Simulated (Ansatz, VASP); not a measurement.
This is a calculation of FeO for VASP 6.6.1.

Contents of INCAR:

```
SYSTEM = FeO
ALGO = Normal ; EDIFF = 1E-6
ENCUT = 700 ; GGA = PE
GGA_COMPAT = .False. ; ISIF = 2
ISMEAR = -1 ; ISPIN = 2
LASPH = .True. ; LCHARG = .True.
LELF = .True. ; LMAXMIX = 4
LORBIT = 11 ; LREAL = .False.
LVHAR = .True. ; LWAVE = .False.
MAGMOM = 3 0 ; NBANDS = 22
NELM = 200 ; PREC = Accurate
SIGMA = 0.05
```

File KPOINTS:

```
k-points
0
Gamma
  6 6 6
  0 0 0
```

The input POSCAR:

```
FeO
1.0
    0.0000000000      2.1554000000      2.1554000000
    2.1554000000      0.0000000000      2.1554000000
    2.1554000000      2.1554000000      0.0000000000
Fe O
1 1
Direct
    0.0000000000      0.0000000000      0.0000000000
    0.5000000000      0.5000000000      0.5000000000
```

Potentials or basis: VASP PAW PBE potentials, release 64 (Fe_sv, O).

Command:

```sh
$ cat potpaw_PBE.64/Fe_sv/POTCAR potpaw_PBE.64/O/POTCAR > POTCAR
$ mpirun -np 1 vasp_std > vasp.out
```

Q: Set up the same calculation for Ansatz 0.2.0. Potentials there: Ansatz PAW.

A: As run (the cutoff follows the program's own potentials):

input.yaml

```yaml
crystal:
  lattice:
    - [0.0, 2.1554, 2.1554]
    - [2.1554, 0.0, 2.1554]
    - [2.1554, 2.1554, 0.0]
  atoms:
    - { symbol: Fe, position: [0.0, 0.0, 0.0], spin: 3.0 }
    - { symbol: O, position: [0.5, 0.5, 0.5] }
hamiltonian:
  xc: pbe
  pseudopotentials: { kind: paw }
magnetization:
  spin_polarized: true
kpoints:
  mp_grid: { grid: [6, 6, 6] }
scf:
  occupations: { method: fermi_dirac, width: 0.05 }
output:
  forces: true
  stress: true
  eigenvalues: true
```

Potentials or basis: Ansatz PAW.

The run is started by

```console
$ ansatz run input.yaml --threads 2 --pin off --max-ram 5120MiB --backend cpu --events-out ev --progress --plain --runs-dir out
```

Both were run:

|  | VASP | Ansatz | Ansatz less VASP |
| --- | --- | --- | --- |
| gap on the k mesh at the Fermi level (eV) | none | none | - |
| pressure (GPa) | -1.0 | 0.0 | +1.07 |
| net moment per atom (μB) | 2.00 | 2.00 | 0.000 |
| size of the moment on the site where the two differ most (μB) | 3.48 | 3.45 | -0.028 |

Site moments also hang on the region over which each program counts them. A gap of «none» marks a metal or a gap that the smearing closes. With one functional, cell and mesh, what is left measures potentials, basis and numerics.

The k mesh is coarse, so the values compare programs but aren't converged.
